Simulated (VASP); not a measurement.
# Fe (Fd-3m) in VASP: further runs

Runs on Fe. Level: PBE. Tasks: single point.

Program: VASP 6.6.1. These are calculated values, not measurements. Logs are shortened: lines on timing, memory, paths and dates and some standing lists are left out, and cuts for length are marked.

## (1) The cell of the first run

Symmetry: Fd-3m, No. 227, cubic system. Conventional cell: a = 5.061 Å, b = 5.061 Å, c = 5.061 Å, α = 90.00°, β = 90.00°, γ = 90.00°. Within 2.9 Å of Fe (site symmetry -43m) lie 4 Fe at 2.19 Å.

## (2) Single point, PBE, collinear spin, antiferromagnetic start (volume scaled by 1.12)

The input, INCAR:

```
SYSTEM = Fe
ALGO = Normal
EDIFF = 1E-7
ENCUT = 520
GGA = PE
ISIF = 2
ISMEAR = -1
ISPIN = 2
LASPH = .True.
LCHARG = .False.
LMAXMIX = 4
LORBIT = 11
LREAL = .False.
LWAVE = .False.
MAGMOM = 2.5 -2.5
NBANDS = 19
NELM = 150
PREC = Accurate
SIGMA = 0.05
```

The input, KPOINTS:

```
k-points
0
Gamma
  13 13 13
  0 0 0
```

The input, POSCAR:

```
Fe
1.0
    0.0000000000      2.5304793101      2.5304793101
    2.5304793101      0.0000000000      2.5304793101
    2.5304793101      2.5304793101      0.0000000000
Fe
2
Direct
    0.1250000000      0.1250000000      0.1250000000
    0.8750000000      0.8750000000      0.8750000000
```

Potentials or basis: VASP PAW PBE potentials, release 64 (Fe).

On the command line:

```bash
$ cat potpaw_PBE.64/Fe/POTCAR > POTCAR
$ mpirun -np 1 vasp_std > vasp.out
```

OUTCAR:

```text
SYSTEM = Fe
   EDIFF = 1E-7
   ENCUT = 520
   GGA = PE
   ISIF = 2
   ISMEAR = -1
   ISPIN = 2
   LASPH = .True.
   LORBIT = 11
   LREAL = .False.
   NELM = 150
   PREC = Accurate

 ion  position               nearest neighbor table
   1  0.125  0.125  0.125-   2 2.19   2 2.19   2 2.19   2 2.19
   2  0.875  0.875  0.875-   1 2.19   1 2.19   1 2.19   1 2.19

  LATTYP: Found a face centered cubic cell.
 ALAT       =     5.0609586202

  Lattice vectors:

 A1 = (   0.0000000000,   2.5304793101,   2.5304793101)
 A2 = (   2.5304793101,   0.0000000000,   2.5304793101)
 A3 = (   2.5304793101,   2.5304793101,   0.0000000000)

Analysis of symmetry for initial positions (statically):
=====================================================================
 Subroutine PRICEL returns:
 Original cell was already a primitive cell.

 Routine SETGRP: Setting up the symmetry group for a
 face centered cubic supercell.

 Subroutine GETGRP returns: Found 48 space group operations
 (whereof 12 operations were pure point group operations)
 out of a pool of 48 trial point group operations.

The static configuration has the point symmetry D_3d.
 The point group associated with its full space group is O_h .

Analysis of symmetry for dynamics (positions and initial velocities):
=====================================================================
 Subroutine PRICEL returns:
 Original cell was already a primitive cell.

 Routine SETGRP: Setting up the symmetry group for a
 face centered cubic supercell.

 Subroutine GETGRP returns: Found 48 space group operations
 (whereof 12 operations were pure point group operations)
 out of a pool of 48 trial point group operations.

The dynamic configuration has the point symmetry D_3d.
 The point group associated with its full space group is O_h .

Analysis of structural, dynamic, and magnetic symmetry:
=====================================================================
 Subroutine PRICEL returns:
 Original cell was already a primitive cell.

 Routine SETGRP: Setting up the symmetry group for a
 face centered cubic supercell.

 Subroutine GETGRP returns: Found 48 space group operations
 (whereof 12 operations were pure point group operations)
 out of a pool of 48 trial point group operations.

The overall configuration has the point symmetry D_3d.
 The point group associated with its full space group is O_h .

 Subroutine INISYM returns: Found 48 space group operations
 (whereof 12 operations are pure point group operations),
 and found     1 'primitive' translations

----------------------------------------------------------------------------------------

                                     Primitive cell

  volume of cell :      32.4070

  direct lattice vectors                    reciprocal lattice vectors
     0.000000000  2.530479310  2.530479310    -0.197591025  0.197591025  0.197591025
     2.530479310  0.000000000  2.530479310     0.197591025 -0.197591025  0.197591025
     2.530479310  2.530479310  0.000000000     0.197591025  0.197591025 -0.197591025

  length of vectors
     3.578638160  3.578638160  3.578638160     0.342237694  0.342237694  0.342237694

  position of ions in fractional coordinates (direct lattice)
     0.125000000  0.125000000  0.125000000
     0.875000000  0.875000000  0.875000000

  ion indices of the primitive-cell ions
   primitive index   ion index
                 1           1
                 2           2

----------------------------------------------------------------------------------------

 KPOINTS: k-points

Automatic generation of k-mesh.
 Grid dimensions read from file:
 generate k-points for:   13   13   13

 Generating k-lattice:

  Cartesian coordinates                     Fractional coordinates (reciprocal lattice)
    -0.015199310  0.015199310  0.015199310     0.076923077  0.000000000  0.000000000
     0.015199310 -0.015199310  0.015199310     0.000000000  0.076923077  0.000000000
     0.015199310  0.015199310 -0.015199310     0.000000000  0.000000000  0.076923077

  Length of vectors
     0.026325976  0.026325976  0.026325976

  Shift w.r.t. Gamma in fractional coordinates (k-lattice)
     0.000000000  0.000000000  0.000000000

 Subroutine IBZKPT returns following result:
 ===========================================

 Found     84 irreducible k-points:

 Following reciprocal coordinates:
            Coordinates               Weight
  0.000000  0.000000  0.000000      1.000000
  0.076923  0.000000  0.000000      8.000000
  0.153846  0.000000  0.000000      8.000000
  0.230769  0.000000  0.000000      8.000000
  0.307692  0.000000  0.000000      8.000000
  0.384615  0.000000  0.000000      8.000000
[... 16 lines left out ...]
  0.384615  0.153846  0.000000     24.000000
  0.461538  0.153846  0.000000     24.000000
 [... further k-points ...]
   k-points           NKPTS =     84   k-points in BZ     NKDIM =     84   number of bands    NBANDS=     19
   number of dos      NEDOS =    301   number of ions     NIONS =      2
   total plane-waves  NPLWV =  21952
   dimension x,y,z NGX =    28 NGY =   28 NGZ =   28
   dimension x,y,z NGXF=    56 NGYF=   56 NGZF=   56
   ions per type =               2
   NGX,Y,Z   is equivalent  to a cutoff of  13.01, 13.01, 13.01 a.u.
   NGXF,Y,Z  is equivalent  to a cutoff of  26.01, 26.01, 26.01 a.u.
 SYSTEM =  Fe
   PREC   = accura    normal or accurate (medium, high low for compatibility)
   ISTART =      0    job   : 0-new  1-cont  2-samecut
   ICHARG =      2    charge: 1-file 2-atom 10-const
   ISPIN  =      2    spin polarized calculation?
   LNONCOLLINEAR =      F non collinear calculations
   LSORBIT =      F    spin-orbit coupling
   LASPH  =      T    aspherical Exc in radial PAW
   ENCUT  =  520.0 eV  38.22 Ry    6.18 a.u.   6.65  6.65  6.65*2*pi/ulx,y,z
   NELM   =    150;   NELMIN=  2; NELMDL= -5     # of ELM steps
   EDIFF  = 0.1E-06   stopping-criterion for ELM
   LREAL  =      F    real-space projection
   EDIFFG = 0.1E-05   stopping-criterion for IOM
   NSW    =      0    number of steps for IOM
   IBRION =     -1    ionic relax: 0-MD 1-quasi-New 2-CG
   NFREE  =      0    steps in history (QN), initial steepest desc. (CG)
   ISIF   =      2    stress and relaxation
   ISYM   =      2    0-nonsym 1-usesym 2-fastsym
   POTIM  = 0.5000    time-step for ionic-motion
   TEBEG  =    0.0;   TEEND  =   0.0 temperature during run
   PSTRESS=    0.0 pullay stress
   NELECT =      16.0000    total number of electrons
   NUPDOWN=      -1.0000    fix difference up-down
   EMIN   =  10.00;   EMAX   =-10.00  energy-range for DOS
   EFERMI =   0.00;   METHOD = LEGACY
   ISMEAR =    -1;   SIGMA  =   0.05  broadening in eV -4-tet -1-fermi 0-gaus
   EFERMI_NEDOS =   21; number of points for ismear=-14 and -15
   IALGO  =     38    algorithm
   IMIX   =      4    mixing-type and parameters
     AMIX     =   0.40;   BMIX     =  1.00
     AMIX_MAG =   1.60;   BMIX_MAG =  1.00
  volume/ion in A,a.u.               =      16.20       109.35
  Fermi-wavevector in a.u.,A,eV,Ry     =   1.293904  2.445124 22.778703  1.674187
  Thomas-Fermi vector in A             =   2.425520
   LORBIT       =     11    0 simple, 1 ext, 2 COOP (PROOUT), +10 PAW based schemes
   GGA     = PE    functional components
   LHFCALC =     F    Hartree Fock is set to
   AEXX    =    0.0000 exact exchange contribution
   IVDW    =     0    specifies the selected vdW correction
   LEPSILON=     F    determine dielectric tensor
   LRPA    =     F    only Hartree local field effects (RPA)
 spin polarized calculation
  energy-cutoff  :      520.00
  volume of cell :       32.41
 maximum number of plane-waves:       893
   NGX = 13   NGY = 13   NGZ = 13

 number of electron      16.0000010 magnetization      -0.0000000

 number of electron      16.0000010 magnetization       0.0000000

 Free energy of the ion-electron system (eV)
  ---------------------------------------------------
  ext. energy  EPLUGINS =         0.00000000
  ---------------------------------------------------
  free energy    TOTEN  =       -13.81686900 eV

  energy without entropy =      -13.79249835  energy(sigma->0) =      -13.80468368

 E-fermi :   2.6905     XC(G=0): -10.9438

 val. band max:        2.6820058400   @ k =  -0.1538   0.1538   0.0000
 cond. band min:       2.7110227996   @ k =   0.2308   0.2308   0.0000
 fundamental gap:      0.0290169596
 Fermi energy:         2.6904977484

 spin component 1

 k-point     1 :       0.0000    0.0000    0.0000
  band No.  band energies     occupation
      1      -3.4330      1.00000
      2       0.3592      1.00000
      3       0.3592      1.00000
      4       0.5517      1.00000
      5       0.5517      1.00000
      6       0.5517      1.00000
[... 11 lines left out ...]
     18      17.7433      0.00000
     19      18.3903      0.00000
[... 485 lines left out ...]
 k-point    24 :       0.4615    0.1538    0.0000
  band No.  band energies     occupation
      1      -0.5611      1.00000
      2      -0.0889      1.00000
      3       0.5332      1.00000
      4       0.5447      1.00000
      5       0.7823      1.00000
      6       1.0764      1.00000
[... 11 lines left out ...]
     18      19.8723      0.00000
     19      20.9518      0.00000

 [... further k-points ...]

 spin component 2

 k-point     1 :       0.0000    0.0000    0.0000
  band No.  band energies     occupation
      1      -3.4330      1.00000
      2       0.3592      1.00000
      3       0.3592      1.00000
      4       0.5517      1.00000
      5       0.5517      1.00000
      6       0.5517      1.00000
[... 11 lines left out ...]
     18      17.7433      0.00000
     19      18.3903      0.00000
[... 485 lines left out ...]
 k-point    24 :       0.4615    0.1538    0.0000
  band No.  band energies     occupation
      1      -0.5611      1.00000
      2      -0.0889      1.00000
      3       0.5332      1.00000
      4       0.5447      1.00000
      5       0.7823      1.00000
      6       1.0764      1.00000
[... 11 lines left out ...]
     18      19.8723      0.00000
     19      20.9518      0.00000

 [... further k-points ...]
[... 5 lines left out ...]
  --------------------------------------------------------------------------------------
  -------------------------------------------------------------------------------------
  Total       -2.8877176     -2.8877176     -2.8877176     -0.0000000     -0.0000000      0.0000000
  in kB     -142.7667022   -142.7667022   -142.7667022     -0.0000000     -0.0000000      0.0000000
  external PRESSURE =    -142.7667022 kB  Pullay stress =       0.0000000 kB

 VOLUME and BASIS-vectors are now :
 -----------------------------------------------------------------------------
  energy-cutoff  :      520.00
  volume of cell :       32.41
      direct lattice vectors                 reciprocal lattice vectors
     0.000000000  2.530479310  2.530479310    -0.197591025  0.197591025  0.197591025
     2.530479310  0.000000000  2.530479310     0.197591025 -0.197591025  0.197591025
     2.530479310  2.530479310  0.000000000     0.197591025  0.197591025 -0.197591025

 POSITION                                       TOTAL-FORCE (eV/Angst)
 -----------------------------------------------------------------------------------
      0.63262      0.63262      0.63262         0.000000      0.000000      0.000000
      4.42834      4.42834      4.42834         0.000000     -0.000000     -0.000000
 -----------------------------------------------------------------------------------
    total drift:                                0.000000     -0.000000     -0.000000

  FREE ENERGIE OF THE ION-ELECTRON SYSTEM (eV)
  ---------------------------------------------------
  free  energy   TOTEN  =       -13.8168689958 eV

  energy  without entropy=      -13.7924983542  energy(sigma->0) =      -13.80468368

 total charge

# of ion       s       p       d       tot
------------------------------------------
    1        0.543   0.372   6.365   7.280
    2        0.543   0.372   6.365   7.280
--------------------------------------------------
tot          1.086   0.743  12.730  14.559

 magnetization (x)

# of ion       s       p       d       tot
------------------------------------------
    1       -0.000  -0.000  -0.001  -0.001
    2        0.000   0.000   0.001   0.001
--------------------------------------------------
tot          0.000   0.000   0.000   0.000
```

It took 61 s on 1 thread of Intel Xeon 6975P-C (Granite Rapids), shared host; peak memory 0.21 GiB.

Results:

```
Free energy                                           : -13.8169 eV
Pressure                                              : -14.3 GPa
Band gap on the k mesh                                : zero (filled and empty bands overlap)
Net moment                                            : 0.00 μB per cell
Valence electrons inside the program's atomic spheres : Fe 7.28
```

Caveat: the cell differs from its parent crystal (volume scaled by 1.12); the starting moments collapsed, and a magnetic state may lie lower.

## (3) Single point, PBE, collinear spin, ferromagnetic start (volume scaled by 1.12)

The input, INCAR:

```
PREC = Accurate
ENCUT = 520
EDIFF = 1E-7
ISMEAR = -1
SIGMA = 0.05
LREAL = F
LASPH = T
NELM = 150
ALGO = Normal
ISIF = 2
LWAVE = F
LCHARG = F
ISPIN = 2
MAGMOM = 2.5 2.5
LORBIT = 11
LMAXMIX = 4
GGA = PE
NBANDS = 19
```

The input, KPOINTS:

```
regular mesh
0
Gamma
  13 13 13
```

The input, POSCAR:

```
Fe
1.0
    0.0000000000      2.5304795716      2.5304795716
    2.5304795716      0.0000000000      2.5304795716
    2.5304795716      2.5304795716      0.0000000000
Fe
2
Direct
    0.1250000000      0.1250000000      0.1250000000
    0.8750000000      0.8750000000      0.8750000000
```

Potentials or basis: VASP PAW PBE potentials, release 64 (Fe).

On the command line:

```bash
$ cat potpaw_PBE.64/Fe/POTCAR > POTCAR
$ mpirun -np 1 vasp_std > vasp.out
```

Wall time 54 s (1 thread of Intel Xeon 6975P-C (Granite Rapids), shared host); peak memory 0.21 GiB.

The run converged. Its results:

| Property | Result |
| --- | --- |
| Free energy | -13.8169 eV |
| Pressure | -14.3 GPa |
| Band gap on the k mesh | zero (filled and empty bands overlap) |
| Net moment | 0.00 μB per cell |
| Valence electrons inside the program's atomic spheres | Fe 7.28 |

Levels at points of the mesh, in eV from the Fermi level:
Spin up:
```
           k point  band 5  band 6  band 7  band 8  band 9  band 10  band 11  band 12
(0.00, 0.00, 0.00)   -2.14   -2.14   -0.34   -0.34   -0.34     1.04     1.04    13.14
```
Spin down:
```tsv
k point	band 5	band 6	band 7	band 8	band 9	band 10	band 11	band 12
(0.00, 0.00, 0.00)	-2.14	-2.14	-0.34	-0.34	-0.34	1.03	1.03	13.14
```

Caveat: the cell differs from its parent crystal (volume scaled by 1.12); the starting moments collapsed, and a magnetic state may lie lower.

## (4) Single point, PBE, collinear spin, antiferromagnetic start

This run uses another cell than the first one, of 14.47 Å³/atom, 0.893 times its volume.

The input, INCAR:

```
PREC     = Accurate       # precision mode
ENCUT    = 520            # plane-wave cutoff, eV
EDIFF    = 1E-7           # SCF threshold, eV
ISMEAR   = -1             # smearing method
SIGMA    = 0.05           # smearing width, eV
LREAL    = F              # projectors in reciprocal space
LASPH    = T              # aspherical terms in the spheres
NELM     = 150            # most SCF steps
ALGO     = Normal         # electronic algorithm
ISIF     = 2              # what is computed and relaxed
LWAVE    = F              # write WAVECAR
LCHARG   = F              # write CHGCAR
ISPIN    = 2              # spin polarisation
MAGMOM   = 2.5 -2.5       # initial moments
LORBIT   = 11             # projections on sites
LMAXMIX  = 4              # l up to which the mixer works
GGA      = PE             # functional
NBANDS   = 19             # bands
```

The input, KPOINTS:

```
regular mesh
0
Gamma
  18 18 18
```

The input, POSCAR:

```
Fe
1.0
    0.0000000000      2.4366703750      2.4366703750
    2.4366703750      0.0000000000      2.4366703750
    2.4366703750      2.4366703750      0.0000000000
Fe
2
Direct
    0.1250000000      0.1250000000      0.1250000000
    0.8750000000      0.8750000000      0.8750000000
```

Potentials or basis: VASP PAW PBE potentials, release 64 (Fe).

On the command line:

```bash
$ cat potpaw_PBE.64/Fe/POTCAR > POTCAR
$ mpirun -np 1 vasp_std > vasp.out
```

OUTCAR:

```text
PREC = Accurate
   ENCUT = 520
   EDIFF = 1E-7
   ISMEAR = -1
   LREAL = F
   LASPH = T
   NELM = 150
   ISIF = 2
   ISPIN = 2
   LORBIT = 11
   GGA = PE

 ion  position               nearest neighbor table
   1  0.125  0.125  0.125-   2 2.11   2 2.11   2 2.11   2 2.11
   2  0.875  0.875  0.875-   1 2.11   1 2.11   1 2.11   1 2.11

  LATTYP: Found a face centered cubic cell.
 ALAT       =     4.8733407500

  Lattice vectors:

 A1 = (   0.0000000000,   2.4366703750,   2.4366703750)
 A2 = (   2.4366703750,   0.0000000000,   2.4366703750)
 A3 = (   2.4366703750,   2.4366703750,   0.0000000000)

Analysis of symmetry for initial positions (statically):
=====================================================================
 Subroutine PRICEL returns:
 Original cell was already a primitive cell.

 Routine SETGRP: Setting up the symmetry group for a
 face centered cubic supercell.

 Subroutine GETGRP returns: Found 48 space group operations
 (whereof 12 operations were pure point group operations)
 out of a pool of 48 trial point group operations.

[... 719 lines left out ...]

 spin component 2

 k-point     1 :       0.0000    0.0000    0.0000
  band No.  band energies     occupation
      1      -3.0530      1.00000
      2       0.8608      1.00000
      3       0.8608      1.00000
      4       1.1603      1.00000
      5       1.1603      1.00000
      6       1.1603      1.00000
[... 517 lines left out ...]
     18      21.1230      0.00000
     19      21.4252      0.00000

 [... further k-points ...]
[... 5 lines left out ...]
  --------------------------------------------------------------------------------------
  -------------------------------------------------------------------------------------
  Total       -0.2636470     -0.2636470     -0.2636470     -0.0000000     -0.0000000      0.0000000
  in kB      -14.5986600    -14.5986600    -14.5986600     -0.0000000     -0.0000000      0.0000000
  external PRESSURE =     -14.5986600 kB  Pullay stress =       0.0000000 kB

 VOLUME and BASIS-vectors are now :
 -----------------------------------------------------------------------------
  energy-cutoff  :      520.00
  volume of cell :       28.93
      direct lattice vectors                 reciprocal lattice vectors
     0.000000000  2.436670375  2.436670375    -0.205198046  0.205198046  0.205198046
     2.436670375  0.000000000  2.436670375     0.205198046 -0.205198046  0.205198046
     2.436670375  2.436670375  0.000000000     0.205198046  0.205198046 -0.205198046

 POSITION                                       TOTAL-FORCE (eV/Angst)
 -----------------------------------------------------------------------------------
      0.60917      0.60917      0.60917        -0.000000     -0.000000     -0.000000
      4.26417      4.26417      4.26417         0.000000      0.000000      0.000000
 -----------------------------------------------------------------------------------
    total drift:                                0.000000     -0.000000     -0.000000

  FREE ENERGIE OF THE ION-ELECTRON SYSTEM (eV)
  ---------------------------------------------------
  free  energy   TOTEN  =       -14.0024388059 eV

  energy  without entropy=      -13.9814459904  energy(sigma->0) =      -13.99194240

 total charge

# of ion       s       p       d       tot
------------------------------------------
    1        0.584   0.436   6.461   7.481
    2        0.584   0.436   6.461   7.481
--------------------------------------------------
tot          1.168   0.872  12.921  14.961

 magnetization (x)

# of ion       s       p       d       tot
------------------------------------------
    1       -0.000  -0.000  -0.000  -0.000
    2        0.000   0.000   0.000   0.000
--------------------------------------------------
tot          0.000   0.000   0.000   0.000
```

Wall time 2 min (1 thread of Intel Xeon 6975P-C (Granite Rapids), shared host); peak memory 0.28 GiB.

What came out:

```yaml
Free_energy: -14.0024 eV
Pressure: -1.5 GPa
Band_gap_on_the_k_mesh: zero (filled and empty bands overlap)
Net_moment: 0.00 μB per cell
Valence_electrons_inside_the_program's_atomic_spheres: Fe 7.48
```

Caveat: the starting moments collapsed, and a magnetic state may lie lower.
